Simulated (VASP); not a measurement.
Set up this calculation in VASP 6.6.1, as the native input.

```
Task                   : single point
Functional             : PBE
Potentials or basis    : VASP PAW PBE potentials, release 64 (Mo_sv)
Cutoff                 : 520 eV
k mesh                 : 13 × 13 × 13
Occupations            : methfessel-paxton, width 0.1 eV
Spin                   : no spin polarisation
Dipole correction      : no
Further INCAR settings : ALGO = Normal; EDIFF = 1e-06; NBANDS = 13
```

The structure of Mo lies in POSCAR:

```
Mo
1.0
   -1.5941202034      1.5941202034      1.5941202034
    1.5941202034     -1.5941202034      1.5941202034
    1.5941202034      1.5941202034     -1.5941202034
Mo
1
Direct
    0.0000000000      0.0000000000      0.0000000000
```

These files were run (other wordings do the same):

INCAR

```
SYSTEM = Mo
PREC = Accurate
ENCUT = 520
EDIFF = 1E-6
ISMEAR = 1
SIGMA = 0.1
LREAL = .False.
LASPH = .True.
NELM = 100
ALGO = Normal
ISIF = 2
LWAVE = .False.
LCHARG = .False.
GGA = PE
NBANDS = 13
```

KPOINTS

```
regular mesh
0
Gamma
  13 13 13
  0 0 0
```

Potentials or basis: VASP PAW PBE potentials, release 64 (Mo_sv).

Command:

```sh
$ cat potpaw_PBE.64/Mo_sv/POTCAR > POTCAR
$ mpirun -np 1 vasp_std > vasp.out
```

It gave:

```json
{"Pressure": "-6.1 GPa", "Band gap on the k mesh": "zero (band 7 reaches 15.44 eV, above the bottom of band 8 at 10.72 eV)"}
```

Wall time 8.7 s on 1 thread of Intel Xeon 6975P-C (shared host), peak memory 0.15 GiB.
